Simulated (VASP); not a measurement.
# GaAs (F-43m) in VASP: notebook

GaAs is run at these levels: PBE; tasks: single point.

Everything below comes from runs of VASP 6.6.1. Logs are shortened: lines on timing, memory, paths and dates and some standing lists are left out, and cuts for length are marked.

**1. The cell of the first run**

Symmetry: F-43m, No. 216, cubic system. The conventional cell has a = 5.654 Å, b = 5.654 Å, c = 5.654 Å, α = 90.00°, β = 90.00°, γ = 90.00°. Within 3.2 Å of Ga (site symmetry -43m) lie 4 As at 2.45 Å. As (site symmetry -43m) has 4 Ga at 2.45 Å within 3.2 Å.

**2. Single point, PBE**

INCAR

```
PREC     = Accurate       # precision mode
ENCUT    = 500            # plane-wave cutoff, eV
EDIFF    = 1E-6           # SCF threshold, eV
ISMEAR   = 0              # smearing method
SIGMA    = 0.01           # smearing width, eV
LREAL    = F              # projectors in reciprocal space
LASPH    = T              # aspherical terms in the spheres
NELM     = 120            # most SCF steps
ALGO     = Normal         # electronic algorithm
ISIF     = 2              # what is computed and relaxed
LWAVE    = F              # write WAVECAR
LCHARG   = F              # write CHGCAR
GGA      = PE             # functional
NBANDS   = 16             # bands
GGA_COMPAT= F
```

KPOINTS

```
regular mesh
0
Gamma
  8 8 8
```

POSCAR

```
GaAs
1.0
    0.0000000000      2.8270000000      2.8270000000
    2.8270000000      0.0000000000      2.8270000000
    2.8270000000      2.8270000000      0.0000000000
Ga As
1 1
Direct
    0.0000000000      0.0000000000      0.0000000000
    0.2500000000      0.2500000000      0.2500000000
```

Potentials or basis: VASP PAW PBE potentials, release 64 (Ga_d, As).

Run with:

```bash
$ cat potpaw_PBE.64/Ga_d/POTCAR potpaw_PBE.64/As/POTCAR > POTCAR
$ mpirun -np 1 vasp_std > vasp.out
```

OUTCAR:

```text
PREC = Accurate
   ENCUT = 500
   EDIFF = 1E-6
   ISMEAR = 0
   LREAL = F
   LASPH = T
   NELM = 120
   ISIF = 2
   GGA = PE

 ion  position               nearest neighbor table
   1  0.000  0.000  0.000-   2 2.45   2 2.45   2 2.45   2 2.45
   2  0.250  0.250  0.250-   1 2.45   1 2.45   1 2.45   1 2.45

  LATTYP: Found a face centered cubic cell.
 ALAT       =     5.6540000000

  Lattice vectors:

 A1 = (   0.0000000000,   2.8270000000,   2.8270000000)
 A2 = (   2.8270000000,   0.0000000000,   2.8270000000)
 A3 = (   2.8270000000,   2.8270000000,   0.0000000000)

Analysis of symmetry for initial positions (statically):
[... 5 lines left out ...]
 face centered cubic supercell.

 Subroutine GETGRP returns: Found 24 space group operations
 (whereof 24 operations were pure point group operations)
 out of a pool of 48 trial point group operations.

The static configuration has the point symmetry T_d .

Analysis of symmetry for dynamics (positions and initial velocities):
[... 5 lines left out ...]
 face centered cubic supercell.

 Subroutine GETGRP returns: Found 24 space group operations
 (whereof 24 operations were pure point group operations)
 out of a pool of 48 trial point group operations.

The dynamic configuration has the point symmetry T_d .

 Subroutine INISYM returns: Found 24 space group operations
 (whereof 24 operations are pure point group operations),
 and found     1 'primitive' translations

----------------------------------------------------------------------------------------

                                     Primitive cell

  volume of cell :      45.1864

  direct lattice vectors                    reciprocal lattice vectors
     0.000000000  2.827000000  2.827000000    -0.176865936  0.176865936  0.176865936
     2.827000000  0.000000000  2.827000000     0.176865936 -0.176865936  0.176865936
     2.827000000  2.827000000  0.000000000     0.176865936  0.176865936 -0.176865936

  length of vectors
     3.997981741  3.997981741  3.997981741     0.306340787  0.306340787  0.306340787

  position of ions in fractional coordinates (direct lattice)
     0.000000000  0.000000000  0.000000000
     0.250000000  0.250000000  0.250000000

  ion indices of the primitive-cell ions
   primitive index   ion index
                 1           1
                 2           2

----------------------------------------------------------------------------------------

 KPOINTS: regular mesh

Automatic generation of k-mesh.
 Grid dimensions read from file:
 generate k-points for:    8    8    8

 Generating k-lattice:

  Cartesian coordinates                     Fractional coordinates (reciprocal lattice)
    -0.022108242  0.022108242  0.022108242     0.125000000  0.000000000  0.000000000
     0.022108242 -0.022108242  0.022108242     0.000000000  0.125000000  0.000000000
     0.022108242  0.022108242 -0.022108242     0.000000000  0.000000000  0.125000000

  Length of vectors
     0.038292598  0.038292598  0.038292598

  Shift w.r.t. Gamma in fractional coordinates (k-lattice)
     0.000000000  0.000000000  0.000000000

 Subroutine IBZKPT returns following result:
 ===========================================

 Found     29 irreducible k-points:

 Following reciprocal coordinates:
            Coordinates               Weight
  0.000000  0.000000  0.000000      1.000000
  0.125000  0.000000  0.000000      8.000000
  0.250000  0.000000  0.000000      8.000000
  0.375000  0.000000  0.000000      8.000000
  0.500000  0.000000  0.000000      4.000000
  0.125000  0.125000  0.000000      6.000000
[... 16 lines left out ...]
  0.500000  0.250000  0.125000     48.000000
 -0.375000  0.250000  0.125000     24.000000
 [... further k-points ...]
   k-points           NKPTS =     29   k-points in BZ     NKDIM =     29   number of bands    NBANDS=     16
   number of dos      NEDOS =    301   number of ions     NIONS =      2
   total plane-waves  NPLWV =  27000
   dimension x,y,z NGX =    30 NGY =   30 NGZ =   30
   dimension x,y,z NGXF=    60 NGYF=   60 NGZF=   60
   ions per type =               1   1
   NGX,Y,Z   is equivalent  to a cutoff of  12.47, 12.47, 12.47 a.u.
   NGXF,Y,Z  is equivalent  to a cutoff of  24.95, 24.95, 24.95 a.u.
 SYSTEM =  unknown system
   PREC   = accura    normal or accurate (medium, high low for compatibility)
   ISTART =      0    job   : 0-new  1-cont  2-samecut
   ICHARG =      2    charge: 1-file 2-atom 10-const
   ISPIN  =      1    spin polarized calculation?
   LNONCOLLINEAR =      F non collinear calculations
   LSORBIT =      F    spin-orbit coupling
   LASPH  =      T    aspherical Exc in radial PAW
   ENCUT  =  500.0 eV  36.75 Ry    6.06 a.u.   7.29  7.29  7.29*2*pi/ulx,y,z
   NELM   =    120;   NELMIN=  2; NELMDL= -5     # of ELM steps
   EDIFF  = 0.1E-05   stopping-criterion for ELM
   LREAL  =      F    real-space projection
   EDIFFG = 0.1E-04   stopping-criterion for IOM
   NSW    =      0    number of steps for IOM
   IBRION =     -1    ionic relax: 0-MD 1-quasi-New 2-CG
   NFREE  =      0    steps in history (QN), initial steepest desc. (CG)
   ISIF   =      2    stress and relaxation
   ISYM   =      2    0-nonsym 1-usesym 2-fastsym
   POTIM  = 0.5000    time-step for ionic-motion
   TEBEG  =    0.0;   TEEND  =   0.0 temperature during run
   PSTRESS=    0.0 pullay stress
   NELECT =      18.0000    total number of electrons
   NUPDOWN=      -1.0000    fix difference up-down
   EMIN   =  10.00;   EMAX   =-10.00  energy-range for DOS
   EFERMI =   0.00;   METHOD = LEGACY
   ISMEAR =     0;   SIGMA  =   0.01  broadening in eV -4-tet -1-fermi 0-gaus
   EFERMI_NEDOS =   21; number of points for ismear=-14 and -15
   IALGO  =     38    algorithm
   IMIX   =      4    mixing-type and parameters
     AMIX     =   0.40;   BMIX     =  1.00
     AMIX_MAG =   1.60;   BMIX_MAG =  1.00
  volume/ion in A,a.u.               =      22.59       152.47
  Fermi-wavevector in a.u.,A,eV,Ry     =   1.204564  2.276296 19.741704  1.450974
  Thomas-Fermi vector in A             =   2.340285
   LORBIT       =      0    0 simple, 1 ext, 2 COOP (PROOUT), +10 PAW based schemes
   GGA     = PE    functional components
   LHFCALC =     F    Hartree Fock is set to
   AEXX    =    0.0000 exact exchange contribution
   IVDW    =     0    specifies the selected vdW correction
   LEPSILON=     F    determine dielectric tensor
   LRPA    =     F    only Hartree local field effects (RPA)
 non-spin polarized calculation
 Gauss-broadening in eV      SIGMA  =   0.01
  energy-cutoff  :      500.00
  volume of cell :       45.19
 maximum number of plane-waves:      1174
 NGX is ok and might be reduce to    30
   NGX = 15   NGY = 15   NGZ = 15

 number of electron      17.9999995 magnetization

 Free energy of the ion-electron system (eV)
  ---------------------------------------------------
  ext. energy  EPLUGINS =         0.00000000
  ---------------------------------------------------
  free energy    TOTEN  =        -8.24716475 eV

  energy without entropy =       -8.24716475  energy(sigma->0) =       -8.24716475

 E-fermi :   3.9729     XC(G=0):  -9.5867

 val. band max:        3.9313743939   @ k =   0.0000   0.0000   0.0000
 cond. band min:       4.4501467246   @ k =   0.0000   0.0000   0.0000
 fundamental gap:      0.5187723307
 Fermi energy:         3.9729309470

 k-point     1 :       0.0000    0.0000    0.0000
  band No.  band energies     occupation
      1     -10.8774      2.00000
      2     -10.8774      2.00000
      3     -10.8774      2.00000
      4     -10.7983      2.00000
      5     -10.7983      2.00000
      6      -8.7931      2.00000
[... 8 lines left out ...]
     15      14.0531      0.00000
     16      14.0531      0.00000

 k-point     2 :       0.1250    0.0000    0.0000
  band No.  band energies     occupation
      1     -10.8909      2.00000
      2     -10.8739      2.00000
      3     -10.8739      2.00000
      4     -10.7985      2.00000
      5     -10.7985      2.00000
      6      -8.6106      2.00000
[... 8 lines left out ...]
     15      13.1987      0.00000
     16      13.1987      0.00000

 k-point     3 :       0.2500    0.0000    0.0000
  band No.  band energies     occupation
      1     -10.9203      2.00000
      2     -10.8662      2.00000
      3     -10.8662      2.00000
      4     -10.7980      2.00000
      5     -10.7980      2.00000
      6      -8.1008      2.00000
[... 8 lines left out ...]
     15      12.9576      0.00000
     16      12.9576      0.00000

 k-point     4 :       0.3750    0.0000    0.0000
  band No.  band energies     occupation
      1     -10.9466      2.00000
      2     -10.8601      2.00000
      3     -10.8601      2.00000
      4     -10.7959      2.00000
      5     -10.7959      2.00000
      6      -7.4179      2.00000
[... 8 lines left out ...]
     15      14.1220      0.00000
     16      14.1220      0.00000

 k-point     5 :       0.5000    0.0000    0.0000
  band No.  band energies     occupation
      1     -10.9568      2.00000
      2     -10.8581      2.00000
      3     -10.8581      2.00000
      4     -10.7945      2.00000
      5     -10.7945      2.00000
      6      -7.0286      2.00000
[... 8 lines left out ...]
     15      15.7990      0.00000
     16      15.7990      0.00000

 k-point     6 :       0.1250    0.1250    0.0000
  band No.  band energies     occupation
      1     -10.8985      2.00000
      2     -10.8705      2.00000
      3     -10.8705      2.00000
      4     -10.8012      2.00000
      5     -10.7964      2.00000
      6      -8.5498      2.00000
[... 8 lines left out ...]
     15      12.8185      0.00000
     16      14.3048      0.00000
[... 267 lines left out ...]
 k-point    21 :       0.5000    0.5000    0.0000
  band No.  band energies     occupation
      1     -10.9884      2.00000
      2     -10.8284      2.00000
      3     -10.8284      2.00000
      4     -10.8239      2.00000
      5     -10.7855      2.00000
      6      -6.2886      2.00000
[... 8 lines left out ...]
     15      17.2805      0.00000
     16      17.2945      0.00000

 k-point    22 :       0.3750    0.2500    0.1250
  band No.  band energies     occupation
      1     -10.9426      2.00000
      2     -10.8570      2.00000
      3     -10.8542      2.00000
      4     -10.8063      2.00000
      5     -10.7932      2.00000
      6      -7.6712      2.00000
[... 8 lines left out ...]
     15      14.8539      0.00000
     16      15.3460      0.00000

 k-point    23 :       0.5000    0.2500    0.1250
  band No.  band energies     occupation
      1     -10.9590      2.00000
      2     -10.8534      2.00000
      3     -10.8476      2.00000
      4     -10.8050      2.00000
      5     -10.7935      2.00000
      6      -7.0394      2.00000
[... 8 lines left out ...]
     15      14.7605      0.00000
     16      16.1992      0.00000

 k-point    24 :      -0.3750    0.2500    0.1250
  band No.  band energies     occupation
      1     -10.9652      2.00000
      2     -10.8526      2.00000
      3     -10.8451      2.00000
      4     -10.8026      2.00000
      5     -10.7948      2.00000
      6      -6.6864      2.00000
[... 8 lines left out ...]
     15      15.5455      0.00000
     16      16.0665      0.00000

 [... further k-points ...]

------------------------ aborting loop because EDIFF is reached ----------------------------------------

  FORCE on cell =-STRESS in cart. coord.  units (eV):
  Direction    XX          YY          ZZ          XY          YZ          ZX
  --------------------------------------------------------------------------------------
  -------------------------------------------------------------------------------------
  Total        0.9656814      0.9656814      0.9656814      0.0000000      0.0000000      0.0000000
  in kB       34.2402571     34.2402571     34.2402571      0.0000000      0.0000000      0.0000000
  external PRESSURE =      34.2402571 kB  Pullay stress =       0.0000000 kB

 VOLUME and BASIS-vectors are now :
 -----------------------------------------------------------------------------
  energy-cutoff  :      500.00
  volume of cell :       45.19
      direct lattice vectors                 reciprocal lattice vectors
     0.000000000  2.827000000  2.827000000    -0.176865936  0.176865936  0.176865936
     2.827000000  0.000000000  2.827000000     0.176865936 -0.176865936  0.176865936
     2.827000000  2.827000000  0.000000000     0.176865936  0.176865936 -0.176865936

 POSITION                                       TOTAL-FORCE (eV/Angst)
 -----------------------------------------------------------------------------------
      0.00000      0.00000      0.00000         0.000000      0.000000      0.000000
      1.41350      1.41350      1.41350        -0.000000     -0.000000     -0.000000
 -----------------------------------------------------------------------------------
    total drift:                               -0.000000     -0.000000     -0.000000

  FREE ENERGIE OF THE ION-ELECTRON SYSTEM (eV)
  ---------------------------------------------------
  free  energy   TOTEN  =        -8.2471647469 eV

  energy  without entropy=       -8.2471647469  energy(sigma->0) =       -8.24716475
```

Run time: 18 s. Hardware: 1 thread of AMD EPYC 7R13 (Zen 3), shared host; peak memory 0.14 GiB.

Results:

```
Free energy            : -8.2472 eV
Pressure               : 3.4 GPa
Band gap on the k mesh : 0.52 eV, direct
```

Levels at points of the mesh, in eV from the valence-band top:
```
           k point  band 5  band 6  band 7  band 8  band 9  band 10  band 11  band 12  band 13  band 14
(0.00, 0.00, 0.00)  -14.73  -12.72    0.00    0.00    0.00     0.52     3.73     3.73     3.73     7.59
(0.50, 0.00, 0.00)  -14.73  -10.96   -6.64   -1.14   -1.14     1.00     4.63     4.63     7.75    10.40
(0.50, 0.50, 0.00)  -14.72  -10.22   -6.82   -2.68   -2.68     1.46     1.65    10.16    10.16    10.98
```

**3. Single point, PBE**

INCAR

```
SYSTEM = GaAs
PREC     = Accurate       ! precision mode
ENCUT    = 500            ! plane-wave cutoff, eV
EDIFF    = 1E-6           ! SCF threshold, eV
ISMEAR   = 0              ! smearing method
SIGMA    = 0.01           ! smearing width, eV
LREAL    = .FALSE.        ! projectors in reciprocal space
LASPH    = .TRUE.         ! aspherical terms in the spheres
NELM     = 120            ! most SCF steps
ALGO     = Normal         ! electronic algorithm
ISIF     = 2              ! what is computed and relaxed
LWAVE    = .FALSE.        ! write WAVECAR
LCHARG   = .TRUE.         ! write CHGCAR
GGA      = PE             ! functional
LELF     = .TRUE.         ! ELF
LVHAR    = .TRUE.       
NBANDS   = 16             ! bands
GGA_COMPAT= .FALSE.
```

KPOINTS

```
regular mesh
0
G
  2 2 2
  0 0 0
```

POSCAR is that of step 2.

Potentials or basis: VASP PAW PBE potentials, release 64 (Ga_d, As).

Run with:

```bash
$ cat potpaw_PBE.64/Ga_d/POTCAR potpaw_PBE.64/As/POTCAR > POTCAR
$ mpirun -np 1 vasp_std > vasp.out
```

Wall time 4.3 s (1 thread of Intel Xeon Platinum 8559C (Emerald Rapids), shared host); peak memory 0.16 GiB.

It converged, with:

```
Free energy            : -5.8161 eV
Pressure               : 9.4 GPa
Band gap on the k mesh : 0.45 eV, direct
```

Levels at points of the mesh, in eV from the valence-band top:
```
           k point  band 7  band 8  band 9  band 10  band 11  band 12
(0.00, 0.00, 0.00)    0.00    0.00    0.00     0.45     3.49     3.49
(0.50, 0.00, 0.00)   -6.79   -1.19   -1.19     0.87     4.43     4.43
(0.50, 0.50, 0.00)   -7.01   -2.77   -2.77     1.30     1.53    10.03
```

Caveat: the k points lie up to 0.96 Å⁻¹ apart.
